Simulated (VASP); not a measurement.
Here is a VASP 6.6.1 calculation.

File POSCAR:

```
Al4Ga3
1.0
   -1.4458056597      1.4458056597     14.6600251591
    1.4458056597     -1.4458056597     14.6600251591
    1.4458056597      1.4458056597    -14.6600251591
Al Ga
4 3
Direct
    0.1488050024      0.1488050024      0.0000000000
    0.7164180455      0.7164180455      0.0000000000
    0.2835819545      0.2835819545      0.0000000000
    0.8511949976      0.8511949976      0.0000000000
    0.5777223539      0.5777223539      0.0000000000
    0.4222776461      0.4222776461      0.0000000000
    0.0000000000      0.0000000000      0.0000000000
```

Contents of INCAR.step1:

```
PREC = Accurate
ENCUT = 520
ISMEAR = 0
SIGMA = 0.1
LREAL = F
LASPH = T
NELM = 60
NBANDS = 34
GGA = PE
ALGO = Normal
EDIFF = 1E-4
LWAVE = T
LCHARG = F
LUSENCCL = F
```

The input INCAR.step2:

```
PREC = Accurate
ENCUT = 520
EDIFF = 1E-6
ISMEAR = 0
SIGMA = 0.1
LREAL = F
LASPH = T
NELM = 60
ALGO = Normal
ISIF = 2
LWAVE = F
LCHARG = T
METAGGA = R2SCAN
LMIXTAU = T
LELF = T
LVHAR = T
NBANDS = 34
ISTART = 1
LUSENCCL = F
```

File KPOINTS:

```
Automatic mesh
0
Gamma
  14 14 14
```

Potentials or basis: VASP PAW PBE potentials, release 64 (Al, Ga_d).

Run with:

```sh
$ cat potpaw_PBE.64/Al/POTCAR potpaw_PBE.64/Ga_d/POTCAR > POTCAR
$ cp INCAR.step1 INCAR
$ mpirun -np 1 vasp_std > vasp.out
$ cp INCAR.step2 INCAR
$ mpirun -np 1 vasp_std > vasp.out
```

Task: What does it give for the largest force?

Result: 0.064 eV/Å.

Task: Estimate the band gap on the k mesh.

Result: Zero (an odd number of electrons rules out a gap without spin polarisation).

Task: What does it give for the pressure?

Result: -3.3 GPa.

Stress tensor (GPa, compression positive):
```
-3.36  0.00  0.00
 0.00 -3.36  0.00
 0.00  0.00 -3.19
```

Caveat: the cell stands under tension; the PAW data sets were made with another functional, which shifts forces and pressure a little.
